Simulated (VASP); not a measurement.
# GaN (F-43m) in VASP: notebook

The runs below take GaN through relaxation of cell and atoms, with r2SCAN.

Program: VASP 6.6.1. These are calculated values, not measurements. Logs are shortened: lines on timing, memory, paths and dates and some standing lists are left out, and cuts for length are marked.

## 1. The cell of the first run

It takes space group F-43m (No. 216, cubic). Conventional cell: a = 4.498 Å, b = 4.498 Å, c = 4.498 Å, α = 90.00°, β = 90.00°, γ = 90.00°. Within 2.6 Å of Ga (site symmetry -43m) lie 4 N at 1.95 Å. N (site symmetry -43m) has 4 Ga at 1.95 Å within 2.6 Å.

## 2. Relaxation of cell and atoms, r2SCAN, target pressure 2 GPa, at which the enthalpy is minimised

Contents of POSCAR:

```
GaN
1.0
    2.2489450353      2.2489450353      0.0000000000
   -2.2489450353      2.2489450353      0.0000000000
    0.0000000000      2.2489450353      2.2489450353
Ga N
1 1
Direct
    0.0000000000      0.0000000000      0.0000000000
    0.2500000000      0.7500000000      0.5000000000
```

Contents of INCAR.step1:

```
SYSTEM = GaN
PREC = Accurate
ENCUT = 600
ISMEAR = 0
SIGMA = 0.01
LREAL = .False.
LASPH = .True.
NELM = 60
GGA = PE
ALGO = Normal
EDIFF = 1E-4
LWAVE = .True.
LCHARG = .False.
```

Contents of INCAR.step2:

```
SYSTEM = GaN
PREC = Accurate
ENCUT = 600
EDIFF = 1E-6
ISMEAR = 0
SIGMA = 0.01
LREAL = .False.
LASPH = .True.
NELM = 60
ALGO = Normal
ISIF = 3
LWAVE = .False.
LCHARG = .False.
METAGGA = R2SCAN
LMIXTAU = .True.
IBRION = 2
NSW = 100
EDIFFG = -0.002
PSTRESS = 20.0
ISTART = 1
```

Contents of KPOINTS:

```
regular mesh
0
Gamma
  10 10 10
  0 0 0
```

Potentials or basis: VASP PAW PBE potentials, release 64 (Ga_d, N).

The run is started by

```
cat potpaw_PBE.64/Ga_d/POTCAR potpaw_PBE.64/N/POTCAR > POTCAR
cp INCAR.step1 INCAR
mpirun -np 1 vasp_std > vasp.out
cp INCAR.step2 INCAR
mpirun -np 1 vasp_std > vasp.out
```

OUTCAR:

```text
SYSTEM = GaN
   PREC = Accurate
   ENCUT = 600
   EDIFF = 1E-6
   ISMEAR = 0
   LREAL = .False.
   LASPH = .True.
   NELM = 60
   ISIF = 3
   METAGGA = R2SCAN
   IBRION = 2
   NSW = 100
   EDIFFG = -0.002
   PSTRESS = 20.0
   ISTART = 1

 ion  position               nearest neighbor table
   1  0.000  0.000  0.000-   2 1.95   2 1.95   2 1.95   2 1.95
   2  0.250  0.750  0.500-   1 1.95   1 1.95   1 1.95   1 1.95

  LATTYP: Found a face centered cubic cell.
 ALAT       =     4.4978900706

  Lattice vectors:

 A1 = (   0.0000000000,   2.2489450353,   2.2489450353)
 A2 = (   2.2489450353,   0.0000000000,   2.2489450353)
 A3 = (   2.2489450353,   2.2489450353,   0.0000000000)

Analysis of symmetry for initial positions (statically):
=====================================================================
 Subroutine PRICEL returns:
 Original cell was already a primitive cell.

 Routine SETGRP: Setting up the symmetry group for a
 face centered cubic supercell.

 Subroutine GETGRP returns: Found 24 space group operations
 (whereof 24 operations were pure point group operations)
 out of a pool of 48 trial point group operations.

The static configuration has the point symmetry T_d .

Analysis of symmetry for dynamics (positions and initial velocities):
=====================================================================
 Subroutine PRICEL returns:
 Original cell was already a primitive cell.

 Routine SETGRP: Setting up the symmetry group for a
 face centered cubic supercell.

 Subroutine GETGRP returns: Found 24 space group operations
 (whereof 24 operations were pure point group operations)
 out of a pool of 48 trial point group operations.

The dynamic configuration has the point symmetry T_d .

 Subroutine INISYM returns: Found 24 space group operations
 (whereof 24 operations are pure point group operations),
 and found     1 'primitive' translations

----------------------------------------------------------------------------------------

                                     Primitive cell

  volume of cell :      22.7492

  direct lattice vectors                    reciprocal lattice vectors
     2.248945035  2.248945035  0.000000000     0.222326465  0.222326465 -0.222326465
    -2.248945035  2.248945035  0.000000000    -0.222326465  0.222326465 -0.222326465
     0.000000000  2.248945035  2.248945035     0.000000000  0.000000000  0.444652930

  length of vectors
     3.180488570  3.180488570  3.180488570     0.385080733  0.385080733  0.444652930

[... 101 lines left out ...]
  volume/ion in A,a.u.               =      11.37        76.76
  Fermi-wavevector in a.u.,A,eV,Ry     =   1.514178  2.861381 31.194538  2.292734
  Thomas-Fermi vector in A             =   2.623870
   LORBIT       =      0    0 simple, 1 ext, 2 COOP (PROOUT), +10 PAW based schemes
   METAGGA = R2SCAN    functional components
   LHFCALC =     F    Hartree Fock is set to
   AEXX    =    0.0000 exact exchange contribution
   IVDW    =     0    specifies the selected vdW correction
   LEPSILON=     F    determine dielectric tensor
   LRPA    =     F    only Hartree local field effects (RPA)
 conjugate gradient relaxation of ions
 non-spin polarized calculation
 Gauss-broadening in eV      SIGMA  =   0.01
  energy-cutoff  :      600.00
  volume of cell :       22.75
 maximum number of plane-waves:       769
 NGX is ok and might be reduce to    28
   NGX = 13   NGY = 13   NGZ = 13

--------------------------------------- Ionic step        1  -------------------------------------------

 number of electron      18.0000005 magnetization

 Free energy of the ion-electron system (eV)
  ---------------------------------------------------
  ext. energy  EPLUGINS =         0.00000000
  ---------------------------------------------------
  free energy    TOTEN  =       -21.89759533 eV

  energy without entropy =      -21.89759533  energy(sigma->0) =      -21.89759533

------------------------ aborting loop because EDIFF is reached ----------------------------------------

  FORCE on cell =-STRESS in cart. coord.  units (eV):
  Direction    XX          YY          ZZ          XY          YZ          ZX
  --------------------------------------------------------------------------------------
  -------------------------------------------------------------------------------------
  Total        0.1719696      0.1719696      0.1719696      0.0000000     -0.0000000     -0.0000000
  in kB       12.1114399     12.1114399     12.1114399      0.0000000     -0.0000000     -0.0000000
  external PRESSURE =      -7.8885601 kB  Pullay stress =      20.0000000 kB
[... 63 lines left out ...]
--------------------------------------- Ionic step        3  -------------------------------------------

 number of electron      18.0000004 magnetization

 Free energy of the ion-electron system (eV)
  ---------------------------------------------------
  ext. energy  EPLUGINS =         0.00000000
  ---------------------------------------------------
  free energy    TOTEN  =       -21.89655716 eV

  energy without entropy =      -21.89655716  energy(sigma->0) =      -21.89655716

 E-fermi :   5.2014     XC(G=0): -12.6973

 val. band max:        5.1323533412   @ k =   0.0000   0.0000   0.0000
 cond. band min:       7.3229154526   @ k =   0.0000   0.0000   0.0000
 fundamental gap:      2.1905621114
 Fermi energy:         5.2013897399

 k-point     1 :       0.0000    0.0000    0.0000
  band No.  band energies     occupation
      1     -11.6905      2.00000
      2      -8.7074      2.00000
      3      -8.7074      2.00000
      4      -8.7074      2.00000
      5      -8.3450      2.00000
      6      -8.3450      2.00000
      7       5.1323      2.00000
      8       5.1323      2.00000
      9       5.1324      2.00000
     10       7.3229      0.00000
     11      16.2068      0.00000
     12      16.2068      0.00000
     13      16.2068      0.00000
[... 354 lines left out ...]
  band No.  band energies     occupation
      1     -10.5063      2.00000
      2      -8.5731      2.00000
      3      -8.4628      2.00000
      4      -8.4044      2.00000
      5      -8.3116      2.00000
      6      -6.7435      2.00000
      7      -1.0032      2.00000
      8       0.9519      2.00000
      9       3.1239      2.00000
     10      11.1544      0.00000
     11      13.7249      0.00000
     12      16.6316      0.00000
     13      18.3737      0.00000

 [... further k-points ...]

------------------------ aborting loop because EDIFF is reached ----------------------------------------

  FORCE on cell =-STRESS in cart. coord.  units (eV):
  Direction    XX          YY          ZZ          XY          YZ          ZX
  --------------------------------------------------------------------------------------
  -------------------------------------------------------------------------------------
  Total        0.2845266      0.2845266      0.2845266      0.0000000     -0.0000000      0.0000000
  in kB       20.1306432     20.1306432     20.1306432      0.0000000     -0.0000000      0.0000000
  external PRESSURE =       0.1306432 kB  Pullay stress =      20.0000000 kB
[... 21 lines left out ...]
  energy  without entropy=      -21.8965571606  energy(sigma->0) =      -21.89655716

  enthalpy is  TOTEN    =       -21.6138770748 eV   P V=        0.2826800857

 reached required accuracy - stopping structural energy minimisation
```

OUTCAR.step1:

```text
SYSTEM = GaN
   PREC = Accurate
   ENCUT = 600
   ISMEAR = 0
   LREAL = .False.
   LASPH = .True.
[... 606 lines left out ...]
      0.00000      0.00000      0.00000         0.000000      0.000000      0.000000
     -1.12447      3.37342      1.12447         0.000000     -0.000000      0.000000
 -----------------------------------------------------------------------------------
    total drift:                               -0.000000     -0.000000     -0.000000

  FREE ENERGIE OF THE ION-ELECTRON SYSTEM (eV)
  ---------------------------------------------------
  free  energy   TOTEN  =       -12.1396759205 eV

  energy  without entropy=      -12.1396759205  energy(sigma->0) =      -12.13967592
```

OSZICAR.step1:

```text
N       E                     dE             d eps       ncg     rms          rms(c)
DAV:   1     0.994445811696E+02    0.99445E+02   -0.10573E+04  1315   0.269E+03
DAV:   2    -0.571963548235E+01   -0.10516E+03   -0.99041E+02  1372   0.400E+02
DAV:   3    -0.139922301963E+02   -0.82726E+01   -0.82181E+01  1387   0.978E+01
DAV:   4    -0.141481805187E+02   -0.15595E+00   -0.15574E+00  1447   0.142E+01
DAV:   5    -0.141503313993E+02   -0.21509E-02   -0.21508E-02  1367   0.152E+00    0.773E+00
DAV:   6    -0.121331753895E+02    0.20172E+01   -0.59763E+00  1883   0.497E+01    0.264E+00
DAV:   7    -0.121468300830E+02   -0.13655E-01   -0.37353E-01  1232   0.825E+00    0.176E+00
DAV:   8    -0.121443159023E+02    0.25142E-02   -0.68080E-02  1383   0.462E+00    0.756E-01
DAV:   9    -0.121394578136E+02    0.48581E-02   -0.21893E-02  1853   0.392E+00    0.183E-01
DAV:  10    -0.121397423570E+02   -0.28454E-03   -0.18462E-03  1436   0.730E-01    0.634E-02
DAV:  11    -0.121396759205E+02    0.66437E-04   -0.27711E-04  1087   0.316E-01
   1 F= -.12139676E+02 E0= -.12139676E+02  d E =-.126091E-82
```

Run time: 87 s. Hardware: 1 thread of Intel Xeon 6975P-C (Granite Rapids), shared host; peak memory 0.18 GiB.

What came out:

- Free energy: -21.8966 eV
- Relaxed volume: 11.32 Å³/atom
- Relaxed cell: a = 3.176 Å, b = 3.176 Å, c = 3.176 Å, α = 60.00°, β = 60.00°, γ = 90.00°
- Space group after relaxing (to 0.1 Å): F-43m (No. 216)
- Energy change on relaxing (the run minimises the enthalpy): +0.5 meV/atom
- Ionic steps: 3
- Pressure after relaxing: 2.0 GPa
- Band gap on the k mesh: 2.19 eV

The path:
| step | energy change (eV) | largest force (eV/Å) | pressure (GPa) | volume (Å³) |
| --- | --- | --- | --- | --- |
| 1 | 0.0000 | 0.0000 | 1.21 | 22.75 |
| 2 | 0.0022 | 0.0000 | 3.00 | 22.57 |
| 3 | 0.0010 | 0.0000 | 2.01 | 22.65 |

Final structure:
```
Ga N
1.0
     2.24551    2.24551    0.00000
    -2.24551    2.24551    0.00000
     0.00000    2.24551    2.24551
Ga N
1 1
Direct
  0.00000 0.00000 0.00000
  0.25000 0.75000 0.50000
```

Caveat: the cell is relaxed towards a set pressure, so the run minimises the enthalpy, not the energy; the PAW data sets were made with another functional, which shifts forces and pressure a little.

## 3. Relaxation of cell and atoms, r2SCAN, target pressure 4 GPa, at which the enthalpy is minimised

POSCAR is that of step 2.

Contents of INCAR.step1:

```
ALGO = Normal
EDIFF = 1E-4
ENCUT = 600
GGA = PE
ISMEAR = 0
LASPH = True
LCHARG = False
LREAL = False
LWAVE = True
NELM = 60
PREC = Accurate
SIGMA = 0.01
```

Contents of INCAR.step2:

```
ALGO = Normal
EDIFF = 1E-6
EDIFFG = -0.002
ENCUT = 600
IBRION = 2
ISIF = 3
ISMEAR = 0
ISTART = 1
LASPH = True
LCHARG = False
LMIXTAU = True
LREAL = False
LWAVE = False
METAGGA = R2SCAN
NELM = 60
NSW = 100
PREC = Accurate
PSTRESS = 40.0
SIGMA = 0.01
```

Contents of KPOINTS:

```
k-points
0
Gamma
  10 10 10
```

Potentials or basis: VASP PAW PBE potentials, release 64 (Ga_d, N).

The run is started by

```
cat potpaw_PBE.64/Ga_d/POTCAR potpaw_PBE.64/N/POTCAR > POTCAR
cp INCAR.step1 INCAR
mpirun -np 1 vasp_std > vasp.out
cp INCAR.step2 INCAR
mpirun -np 1 vasp_std > vasp.out
```

It took 7.4 min on 1 thread of Intel Xeon 8259CL, shared host; peak memory 0.19 GiB.

Results (log left out):

| Quantity | Value |
| --- | --- |
| Free energy | -21.8927 eV |
| Relaxed volume | 11.22 Å³/atom |
| Relaxed cell | a = 3.166 Å, b = 3.166 Å, c = 3.166 Å, α = 60.00°, β = 60.00°, γ = 90.00° |
| Space group after relaxing (to 0.1 Å) | F-43m (No. 216) |
| Energy change on relaxing (the run minimises the enthalpy) | +2.5 meV/atom |
| Ionic steps | 7 |
| Pressure after relaxing | 4.0 GPa |
| Band gap on the k mesh | 2.25 eV |

The path:
```tsv
step	energy change (eV)	largest force (eV/Å)	pressure (GPa)	volume (Å³)
1	0.0000	0.0000	1.21	22.75
2	0.0166	0.0000	7.81	22.10
3	0.0054	0.0000	4.18	22.42
4	0.0049	0.0000	3.96	22.44
5	0.0051	0.0000	4.05	22.43
6	0.0048	0.0000	3.96	22.44
7	0.0049	0.0000	4.00	22.44
```

Final structure:
```yaml
crystal:
  lattice:
    - [2.23866, 2.23866, 0.00000]
    - [-2.23866, 2.23866, 0.00000]
    - [0.00000, 2.23866, 2.23866]
  atoms:
    - { symbol: Ga, position: [0.00000, 0.00000, 0.00000] }
    - { symbol: N, position: [0.25000, 0.75000, 0.50000] }
```

Levels at points of the mesh, in eV from the valence-band top:
```tsv
k point	band 7	band 8	band 9	band 10	band 11	band 12
(0.00, 0.00, 0.00)	0.00	0.00	0.00	2.25	11.13	11.13
(0.50, 0.00, 0.00)	-7.29	-1.02	-1.02	5.30	9.55	11.11
(0.50, 0.50, 0.00)	-6.30	-2.85	-2.85	3.77	7.36	12.73
```

Caveat: the cell is relaxed towards a set pressure, so the run minimises the enthalpy, not the energy; the PAW data sets were made with another functional, which shifts forces and pressure a little.

## 4. Relaxation of cell and atoms, r2SCAN, target pressure 7 GPa, at which the enthalpy is minimised

POSCAR is that of step 3.

Contents of INCAR.step1:

```
SYSTEM = GaN
PREC     = Accurate       ! precision mode
ENCUT    = 600            ! plane-wave cutoff, eV
ISMEAR   = 0              ! smearing method
SIGMA    = 0.01           ! smearing width, eV
LREAL    = .FALSE.        ! projectors in reciprocal space
LASPH    = .TRUE.         ! aspherical terms in the spheres
NELM     = 60             ! most SCF steps
GGA      = PE             ! functional
ALGO     = Normal         ! electronic algorithm
EDIFF    = 1E-4           ! SCF threshold, eV
LWAVE    = .TRUE.         ! write WAVECAR
LCHARG   = .FALSE.        ! write CHGCAR
```

Contents of INCAR.step2:

```
SYSTEM = GaN
PREC     = Accurate       ! precision mode
ENCUT    = 600            ! plane-wave cutoff, eV
EDIFF    = 1E-6           ! SCF threshold, eV
ISMEAR   = 0              ! smearing method
SIGMA    = 0.01           ! smearing width, eV
LREAL    = .FALSE.        ! projectors in reciprocal space
LASPH    = .TRUE.         ! aspherical terms in the spheres
NELM     = 60             ! most SCF steps
ALGO     = Normal         ! electronic algorithm
ISIF     = 3              ! what is computed and relaxed
LWAVE    = .FALSE.        ! write WAVECAR
LCHARG   = .FALSE.        ! write CHGCAR
METAGGA  = R2SCAN         ! meta-GGA
LMIXTAU  = .TRUE.       
IBRION   = 2              ! ionic algorithm
NSW      = 100            ! ionic steps
EDIFFG   = -0.002         ! ionic threshold
PSTRESS  = 70.0         
ISTART   = 1
```

Contents of KPOINTS:

```
regular mesh
0
G
  10 10 10
  0 0 0
```

The run is started by

```
cat potpaw_PBE.64/Ga_d/POTCAR potpaw_PBE.64/N/POTCAR > POTCAR
cp INCAR.step1 INCAR
mpirun -np 1 vasp_std > vasp.out
cp INCAR.step2 INCAR
mpirun -np 1 vasp_std > vasp.out
```

It took 4.8 min on 1 thread of Intel Xeon 8259CL, shared host; peak memory 0.19 GiB.

The run converged. Its results:

| Quantity | Value |
| --- | --- |
| Free energy | -21.8822 eV |
| Relaxed volume | 11.06 Å³/atom |
| Relaxed cell | a = 3.151 Å, b = 3.151 Å, c = 3.151 Å, α = 60.00°, β = 60.00°, γ = 90.00° |
| Space group after relaxing (to 0.1 Å) | F-43m (No. 216) |
| Energy change on relaxing (the run minimises the enthalpy) | +7.7 meV/atom |
| Ionic steps | 3 |
| Pressure after relaxing | 7.0 GPa |
| Band gap on the k mesh | 2.34 eV |

Step by step:
```tsv
step	energy change (eV)	largest force (eV/Å)	pressure (GPa)	volume (Å³)
1	0.0000	0.0000	1.21	22.75
2	0.0628	0.0000	14.71	21.42
3	0.0154	0.0000	7.02	22.13
```

Final structure:
```xyz
2
Lattice="2.2283 2.2283 0.0000 -2.2283 2.2283 0.0000 0.0000 2.2283 2.2283" Properties=species:S:1:pos:R:3 pbc="T T T"
Ga    0.0000    2.2283    2.2283
N    -1.1142    3.3425    1.1142
```

Levels at points of the mesh, in eV from the valence-band top:
```
           k point  band 7  band 8  band 9  band 10  band 11  band 12
(0.00, 0.00, 0.00)    0.00    0.00    0.00     2.34    11.23    11.23
(0.50, 0.00, 0.00)   -7.39   -1.04   -1.04     5.40     9.62    11.18
(0.50, 0.50, 0.00)   -6.36   -2.91   -2.91     3.78     7.45    12.84
```

Caveat: the cell is relaxed towards a set pressure, so the run minimises the enthalpy, not the energy; the PAW data sets were made with another functional, which shifts forces and pressure a little.

[end of part 1 of 2]
